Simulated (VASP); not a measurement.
## AlCu: single point with PBEsol

The system is AlCu.

```
CELL_PARAMETERS angstrom
2.94669 0.00000 0.00000
0.00000 2.94669 0.00000
0.00000 0.00000 2.94669
ATOMIC_POSITIONS crystal
Al 0.00000 0.00000 0.00000
Cu 0.50000 0.50000 0.50000
```

| Quantity | Value |
| --- | --- |
| Program | VASP 6.6.1 |
| Task | single point |
| Functional | PBEsol |
| Potentials or basis | VASP PAW PBE potentials, release 64 (Al, Cu) |
| Cutoff | 600 eV |
| k mesh | 8 × 8 × 8 |
| Occupations | gaussian, width 0.1 eV |
| Spin | no spin polarisation |
| Dipole correction | no |
| Further INCAR settings | ALGO = Normal; EDIFF = 1e-06; NBANDS = 14 |

| Quantity | Value |
| --- | --- |
| Pressure | 2.2 GPa |
| Band gap on the k mesh | zero (band 7 reaches 13.57 eV, above the bottom of band 8 at 8.75 eV) |

Levels at points of the mesh, in eV from the Fermi level:
| k point | band 3 | band 4 | band 5 | band 6 | band 7 | band 8 | band 9 | band 10 | band 11 | band 12 |
| --- | --- | --- | --- | --- | --- | --- | --- | --- | --- | --- |
| (0.00, 0.00, 0.00) | -5.10 | -4.00 | -4.00 | -4.00 | 4.02 | 4.02 | 4.02 | 6.46 | 6.46 | 10.81 |
| (0.50, 0.00, 0.00) | -4.81 | -4.47 | -4.47 | -3.94 | -3.20 | 7.30 | 8.28 | 8.28 | 8.96 | 8.96 |
| (0.50, 0.50, 0.00) | -4.36 | -4.36 | -3.85 | -3.85 | -3.59 | -0.80 | 0.07 | 10.66 | 13.20 | 13.20 |
| (0.50, 0.50, 0.50) | -5.66 | -3.57 | -3.57 | 0.69 | 0.69 | 0.69 | 2.26 | 2.37 | 2.37 | 2.37 |

Run time: 8.1 s on 1 thread of Intel(R) Xeon(R) Platinum 8259CL CPU @ 2.50GHz (Skylake/Cascade Lake), on a shared host, peak memory 0.14 GiB.

Caveat: the PAW data sets were made with another functional, which shifts forces and pressure a little.
